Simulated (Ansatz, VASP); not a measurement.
This is a calculation of AlN for Ansatz 0.2.0.

File input.yaml:

```yaml
crystal:
  lattice:
    - [0.0, 2.1984575146, 2.1984575146]
    - [2.1984575146, 0.0, 2.1984575146]
    - [2.1984575146, 2.1984575146, 0.0]
  atoms:
    - { symbol: Al, position: [0.0, 0.0, 0.0] }
    - { symbol: "N", position: [0.25, 0.25, 0.25] }
hamiltonian:
  xc: pbe
  pseudopotentials: { kind: paw }
kpoints:
  mp_grid: { grid: [10, 10, 10] }
scf:
  occupations: { method: fermi_dirac, width: 0.05 }
output:
  forces: true
  stress: true
  eigenvalues: true
```

Potentials or basis: Ansatz PAW.

Run with:

```bash
$ ansatz run input.yaml --threads 2 --pin off --max-ram 5120MiB --backend cpu --events-out ev --progress --plain --runs-dir out
```

**Question.** Set up the same calculation for VASP 6.6.1. Potentials there: VASP PAW PBE potentials, release 64 (Al, N).

**Answer.** As run (the cutoff follows the program's own potentials):

Contents of INCAR:

```
PREC = Accurate
ENCUT = 520
EDIFF = 1E-6
ISMEAR = -1
SIGMA = 0.05
LREAL = False
LASPH = True
NELM = 80
ALGO = Normal
ISIF = 2
LWAVE = False
LCHARG = True
GGA = PE
LELF = True
LVHAR = True
NBANDS = 11
```

File KPOINTS:

```
Automatic mesh
0
Gamma
  10 10 10
```

POSCAR

```
AlN
1.0
    0.0000000000      2.1984575146      2.1984575146
    2.1984575146      0.0000000000      2.1984575146
    2.1984575146      2.1984575146      0.0000000000
Al N
1 1
Direct
    0.0000000000      0.0000000000      0.0000000000
    0.2500000000      0.2500000000      0.2500000000
```

Potentials or basis: VASP PAW PBE potentials, release 64 (Al, N).

Run with:

```sh
$ cat potpaw_PBE.64/Al/POTCAR potpaw_PBE.64/N/POTCAR > POTCAR
$ mpirun -np 1 vasp_std > vasp.out
```

Both were run:

|  | VASP | Ansatz | Ansatz less VASP |
| --- | --- | --- | --- |
| gap on the k mesh at the Fermi level (eV) | 3.31 | 3.31 | +0.008 |
| least direct gap on the mesh (eV) | 4.02 | 4.01 | -0.009 |
| pressure (GPa) | 0.5 | 0.8 | +0.29 |

With one functional, cell and mesh, what is left measures potentials, basis and numerics.
